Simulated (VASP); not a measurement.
# Re (P6_3/mmc) in VASP: further runs, part 2 of 2

VASP 6.6.1. The steps go on from the part before.

## (3) Single point, PBE (volume scaled by 0.91, then relaxed in part)

Contents of INCAR:

```
  ALGO = Normal
  EDIFF = 1E-6
  ENCUT = 520
  GGA = PE
  ISIF = 2
  ISMEAR = 0
  LASPH = T
  LCHARG = F
  LREAL = F
  LWAVE = F
  NBANDS = 14
  NELM = 60
  PREC = Accurate
  SIGMA = 0.1
```

Contents of KPOINTS:

```
k-points
0
Gamma
  18 18 10
```

Contents of POSCAR:

```
Re
1.0
    2.6890101677      0.0000000000      0.0000000000
   -1.3445050839      2.3287511163      0.0000000000
    0.0000000000      0.0000000000      4.3453536577
Re
2
Direct
    0.3333333333      0.6666666667      0.2500000000
    0.6666666667      0.3333333333      0.7500000000
```

Potentials or basis: VASP PAW PBE potentials, release 64 (Re).

On the command line:

```bash
$ cat potpaw_PBE.64/Re/POTCAR > POTCAR
$ mpirun -np 1 vasp_std > vasp.out
```

OUTCAR:

```text
EDIFF = 1E-6
   ENCUT = 520
   GGA = PE
   ISIF = 2
   ISMEAR = 0
   LASPH = T
   LREAL = F
   NELM = 60
   PREC = Accurate

 ion  position               nearest neighbor table
   1  0.333  0.667  0.250-   2 2.67   2 2.67   2 2.67   2 2.67   2 2.67   2 2.67
   2  0.667  0.333  0.750-   1 2.67   1 2.67   1 2.67   1 2.67   1 2.67   1 2.67

  LATTYP: Found a hexagonal cell.
 ALAT       =     2.6890101677
 C/A-ratio  =     1.6159677304

  Lattice vectors:

 A1 = (   2.6890101677,   0.0000000000,   0.0000000000)
 A2 = (  -1.3445050839,   2.3287511163,   0.0000000000)
 A3 = (   0.0000000000,   0.0000000000,   4.3453536577)

Analysis of symmetry for initial positions (statically):
=====================================================================
 Subroutine PRICEL returns:
 Original cell was already a primitive cell.

 Routine SETGRP: Setting up the symmetry group for a
 hexagonal supercell.

 Subroutine GETGRP returns: Found 24 space group operations
 (whereof 12 operations were pure point group operations)
 out of a pool of 24 trial point group operations.

The static configuration has the point symmetry D_3d.
 The point group associated with its full space group is D_6h.

Analysis of symmetry for dynamics (positions and initial velocities):
=====================================================================
 Subroutine PRICEL returns:
 Original cell was already a primitive cell.

 Routine SETGRP: Setting up the symmetry group for a
 hexagonal supercell.

 Subroutine GETGRP returns: Found 24 space group operations
 (whereof 12 operations were pure point group operations)
 out of a pool of 24 trial point group operations.

The dynamic configuration has the point symmetry D_3d.
 The point group associated with its full space group is D_6h.

 Subroutine INISYM returns: Found 24 space group operations
 (whereof 12 operations are pure point group operations),
 and found     1 'primitive' translations

[... 122 lines left out ...]
   IVDW    =     0    specifies the selected vdW correction
   LEPSILON=     F    determine dielectric tensor
   LRPA    =     F    only Hartree local field effects (RPA)
 non-spin polarized calculation
 Gauss-broadening in eV      SIGMA  =   0.10
  energy-cutoff  :      520.00
  volume of cell :       27.21
 maximum number of plane-waves:       760
 NGX is ok and might be reduce to    20
   NGX =  9   NGY =  9   NGZ = 17

 number of electron      14.0000000 magnetization

 Free energy of the ion-electron system (eV)
  ---------------------------------------------------
  ext. energy  EPLUGINS =         0.00000000
  ---------------------------------------------------
  free energy    TOTEN  =       -24.52893231 eV

  energy without entropy =      -24.52158553  energy(sigma->0) =      -24.52525892

 E-fermi :   8.8824     XC(G=0): -14.1664

 val. band max:        8.8768805382   @ k =   0.3889   0.2222   0.3000
 cond. band min:       8.8907439923   @ k =   0.0556  -0.0000   0.1000
 fundamental gap:      0.0138634541
 Fermi energy:         8.8823554731

 k-point     1 :       0.0000    0.0000    0.0000
  band No.  band energies     occupation
      1      -1.5203      2.00000
      2       1.6635      2.00000
      3       7.0866      2.00000
      4       7.0866      2.00000
      5       7.0870      2.00000
      6       8.0344      2.00000
      7       8.0344      2.00000
      8       9.0814      0.00488
      9       9.0814      0.00488
     10       9.6945      0.00000
     11      12.6250      0.00000
     12      12.6250      0.00000
     13      19.9754      0.00000
     14      23.1276      0.00000
[... 377 lines left out ...]
      1       2.7435      2.00000
      2       2.9661      2.00000
      3       3.1597      2.00000
      4       6.5114      2.00000
      5       6.5324      2.00000
      6       7.3811      2.00000
      7       8.2084      2.00000
      8      12.4669      0.00000
      9      13.1456      0.00000
     10      13.4788      0.00000
     11      15.2310      0.00000
     12      18.2294      0.00000
     13      19.9906      0.00000
     14      20.9121      0.00000

 [... further k-points ...]

------------------------ aborting loop because EDIFF is reached ----------------------------------------

  FORCE on cell =-STRESS in cart. coord.  units (eV):
  Direction    XX          YY          ZZ          XY          YZ          ZX
  --------------------------------------------------------------------------------------
  -------------------------------------------------------------------------------------
  Total        7.2379350      7.2379350      7.2279566     -0.0000000     -0.0000000     -0.0000000
  in kB      426.1717068    426.1717068    425.5841712     -0.0000000     -0.0000000     -0.0000000
  external PRESSURE =     425.9758616 kB  Pullay stress =       0.0000000 kB

 VOLUME and BASIS-vectors are now :
 -----------------------------------------------------------------------------
  energy-cutoff  :      520.00
  volume of cell :       27.21
      direct lattice vectors                 reciprocal lattice vectors
     2.689010168  0.000000000  0.000000000     0.371884053  0.214707358  0.000000000
    -1.344505084  2.328751116  0.000000000     0.000000000  0.429414716  0.000000000
     0.000000000  0.000000000  4.345353658     0.000000000  0.000000000  0.230130866

 POSITION                                       TOTAL-FORCE (eV/Angst)
 -----------------------------------------------------------------------------------
     -0.00000      1.55250      1.08634         0.000000      0.000000      0.000000
      1.34451      0.77625      3.25902        -0.000000      0.000000      0.000000
 -----------------------------------------------------------------------------------
    total drift:                                0.000000     -0.000000     -0.000000

  FREE ENERGIE OF THE ION-ELECTRON SYSTEM (eV)
  ---------------------------------------------------
  free  energy   TOTEN  =       -24.5289323100 eV

  energy  without entropy=      -24.5215855286  energy(sigma->0) =      -24.52525892
```

Wall time 48 s (1 thread of AMD EPYC 9R45 (Zen 5), shared host); peak memory 0.16 GiB.

Results:

```yaml
Free_energy: -24.5289 eV
Pressure: 42.6 GPa
Band_gap_on_the_k_mesh: zero (band 7 reaches 10.62 eV, above the bottom of band 8 at 6.95 eV)
```

Caveat: the cell differs from its parent crystal (volume scaled by 0.91, then relaxed in part); spin-orbit coupling is left out, which moves the levels of the heavy elements.

## (4) Single point, PBE (volume scaled by 0.94, then relaxed in part)

Contents of INCAR:

```
SYSTEM = Re
PREC = Accurate ; ENCUT = 520
EDIFF = 1E-6 ; ISMEAR = 0
SIGMA = 0.1 ; LREAL = .False.
LASPH = .True. ; NELM = 100
ALGO = Fast ; ISIF = 2
LWAVE = .False. ; LCHARG = .False.
GGA = PE ; NBANDS = 14
```

Contents of KPOINTS:

```
regular mesh
0
Gamma
  18 18 10
  0 0 0
```

Contents of POSCAR:

```
Re
1.0
    2.7182408292      0.0000000000      0.0000000000
   -1.3591204146      2.3540656117      0.0000000000
    0.0000000000      0.0000000000      4.3925894634
Re
2
Direct
    0.3333333333      0.6666666667      0.2500000000
    0.6666666667      0.3333333333      0.7500000000
```

On the command line:

```bash
$ cat potpaw_PBE.64/Re/POTCAR > POTCAR
$ mpirun -np 1 vasp_std > vasp.out
```

Run time: 63 s. Hardware: 1 thread of AMD EPYC 9R45 (Zen 5), shared host; peak memory 0.17 GiB.

It converged, with:

| Item | Value |
| --- | --- |
| Free energy | -24.7198 eV |
| Pressure | 25.8 GPa |
| Band gap on the k mesh | zero (band 7 reaches 10.07 eV, above the bottom of band 8 at 6.63 eV) |

Levels at points of the mesh, in eV from the Fermi level:
| k point | band 3 | band 4 | band 5 | band 6 | band 7 | band 8 | band 9 | band 10 | band 11 | band 12 |
| --- | --- | --- | --- | --- | --- | --- | --- | --- | --- | --- |
| (0.00, 0.00, 0.00) | -1.70 | -1.69 | -1.69 | -0.79 | -0.79 | 0.21 | 0.21 | 0.73 | 3.59 | 3.59 |
| (0.50, 0.00, 0.00) | -5.58 | -2.07 | -1.73 | -1.44 | -0.62 | 4.27 | 4.70 | 4.84 | 6.49 | 7.52 |
| (0.00, 0.00, 0.50) | -2.51 | -2.51 | -1.83 | -1.83 | -1.83 | -1.83 | 2.73 | 2.73 | 2.73 | 2.73 |
| (0.50, 0.00, 0.50) | -4.36 | -4.36 | 0.42 | 0.42 | 1.04 | 1.04 | 4.60 | 4.60 | 5.11 | 5.11 |

Caveat: the cell differs from its parent crystal (volume scaled by 0.94, then relaxed in part); spin-orbit coupling is left out, which moves the levels of the heavy elements.

## (5) Single point, PBE (volume scaled by 0.97, then relaxed in part)

Contents of INCAR:

```
  PREC = Accurate
  ENCUT = 520
  EDIFF = 1E-7
  ISMEAR = 0
  SIGMA = 0.1
  LREAL = F
  LASPH = T
  NELM = 60
  ALGO = Fast
  ISIF = 2
  LWAVE = F
  LCHARG = T
  GGA = PE
  LELF = T
  LVHAR = T
  NBANDS = 14
```

Contents of KPOINTS:

```
Automatic mesh
0
Gamma
  18 18 10
```

Contents of POSCAR:

```
Re
1.0
    2.7468559934      0.0000000000      0.0000000000
   -1.3734279967      2.3788470708      0.0000000000
    0.0000000000      0.0000000000      4.4388306453
Re
2
Direct
    0.3333333333      0.6666666667      0.2500000000
    0.6666666667      0.3333333333      0.7500000000
```

On the command line:

```bash
$ cat potpaw_PBE.64/Re/POTCAR > POTCAR
$ mpirun -np 1 vasp_std > vasp.out
```

It took 83 s on 1 thread of AMD EPYC 9R45 (Zen 5), shared host; peak memory 0.17 GiB.

Results (log left out):

```yaml
Free_energy: -24.8239 eV
Pressure: 11.5 GPa
Band_gap_on_the_k_mesh: zero (band 7 reaches 9.57 eV, above the bottom of band 8 at 6.32 eV)
```

Levels at points of the mesh, in eV from the Fermi level:
| k point | band 3 | band 4 | band 5 | band 6 | band 7 | band 8 | band 9 | band 10 | band 11 | band 12 |
| --- | --- | --- | --- | --- | --- | --- | --- | --- | --- | --- |
| (0.00, 0.00, 0.00) | -1.61 | -1.60 | -1.60 | -0.75 | -0.75 | 0.21 | 0.21 | 0.65 | 3.44 | 3.44 |
| (0.50, 0.00, 0.00) | -5.34 | -1.96 | -1.72 | -1.39 | -0.60 | 4.07 | 4.48 | 4.62 | 6.20 | 7.22 |
| (0.00, 0.00, 0.50) | -2.41 | -2.41 | -1.73 | -1.73 | -1.73 | -1.73 | 2.62 | 2.62 | 2.62 | 2.62 |
| (0.50, 0.00, 0.50) | -4.17 | -4.17 | 0.41 | 0.41 | 0.97 | 0.97 | 4.39 | 4.39 | 4.89 | 4.89 |

Caveat: the cell differs from its parent crystal (volume scaled by 0.97, then relaxed in part); spin-orbit coupling is left out, which moves the levels of the heavy elements.

## (6) Single point, PBE

This run uses another cell than the first one, of 14.95 Å³/atom, 1.016 times its volume.

Contents of INCAR:

```
SYSTEM = Re
PREC = Accurate
ENCUT = 520
EDIFF = 1E-7
ISMEAR = 0
SIGMA = 0.1
LREAL = .FALSE.
LASPH = .TRUE.
NELM = 80
ALGO = Normal
ISIF = 2
LWAVE = .FALSE.
LCHARG = .FALSE.
GGA = PE
NBANDS = 14
```

Contents of KPOINTS:

```
Automatic mesh
0
G
  18 18 10
  0 0 0
```

Contents of POSCAR:

```
Re
1.0
    2.7748870722      0.0000000000      0.0000000000
   -1.3874435361      2.4031226972      0.0000000000
    0.0000000000      0.0000000000      4.4841279641
Re
2
Direct
    0.3333333333      0.6666666667      0.2500000000
    0.6666666667      0.3333333333      0.7500000000
```

Potentials or basis: VASP PAW PBE potentials, release 64 (Re).

On the command line:

```bash
$ cat potpaw_PBE.64/Re/POTCAR > POTCAR
$ mpirun -np 1 vasp_std > vasp.out
```

It took 98 s on 1 thread of AMD EPYC 9R45 (Zen 5), shared host; peak memory 0.19 GiB.

Results (log left out):

| Quantity | Value |
| --- | --- |
| Free energy | -24.8545 eV |
| Pressure | -0.5 GPa |
| Band gap on the k mesh | zero (band 7 reaches 9.10 eV, above the bottom of band 8 at 6.03 eV) |

Stress tensor (GPa, compression positive):
```
-0.50  0.00  0.00
 0.00 -0.50  0.00
 0.00  0.00 -0.65
```

Levels at points of the mesh, in eV from the Fermi level:
```csv
k point,band 5,band 6,band 7,band 8,band 9,band 10
"(0.00, 0.00, 0.00)",-1.52,-0.71,-0.71,0.21,0.21,0.59
"(0.50, 0.00, 0.00)",-1.71,-1.34,-0.58,3.89,4.27,4.41
"(0.00, 0.00, 0.50)",-1.65,-1.65,-1.65,-1.65,2.50,2.50
"(0.50, 0.00, 0.50)",0.41,0.41,0.91,0.91,4.19,4.19
```

Caveat: spin-orbit coupling is left out, which moves the levels of the heavy elements.

## (7) The runs side by side

```csv
cell,k mesh,gap on the mesh (eV),pressure (GPa)
"a = 2.761, b = 2.761, c = 4.458 Å, angles 90.0, 90.0, 120.0°, 2 atoms",9 × 9 × 4,none,5.5
"a = 2.689, b = 2.689, c = 4.345 Å, angles 90.0, 90.0, 120.0°, 2 atoms",18 × 18 × 10,none,42.6
"a = 2.718, b = 2.718, c = 4.393 Å, angles 90.0, 90.0, 120.0°, 2 atoms",18 × 18 × 10,none,25.8
"a = 2.747, b = 2.747, c = 4.439 Å, angles 90.0, 90.0, 120.0°, 2 atoms",18 × 18 × 10,none,11.5
"a = 2.775, b = 2.775, c = 4.484 Å, angles 90.0, 90.0, 120.0°, 2 atoms",18 × 18 × 10,none,-0.5
```

Alike in all rows: task single point; level PBE; potentials or basis VASP PAW PBE potentials, release 64 (Re); no spin polarisation; cutoff (eV) 520; smearing gaussian 0.1 eV.

Caveats: spin-orbit coupling is left out, which moves the levels of the heavy elements.

Total energies depend on the potentials used, so only differences within one code and one set of settings carry meaning.
